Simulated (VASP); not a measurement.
Runs of VASP 6.6.1 on TiCo. The structure is that of space group Pm-3m (No. 221), or close to it. The cells are those of the table. 

```csv
cell,gap on the mesh (eV),pressure (GPa),moment (μB)
"a = 2.902 Å, 2 atoms",none,(c),0.03
"a = 2.883 Å, 2 atoms",none,4.1,0.02
"a = 2.921 Å, 2 atoms",none,-4.3,0.00
"a = 2.863 Å, 2 atoms",none,(a),(b)
```

Alike in all rows: task single point; level LDA; potentials or basis VASP PAW LDA potentials, release 64 (Ti_sv, Co); spin collinear, ferromagnetic start; k mesh 16 × 16 × 16; cutoff (eV) 520; smearing gaussian 0.05 eV.

Task: Fill in the values left out.

Result: (a) 8.9; (b) 0.01; (c) -0.4.

A gap of «none» marks levels without a gap at the run's occupations.
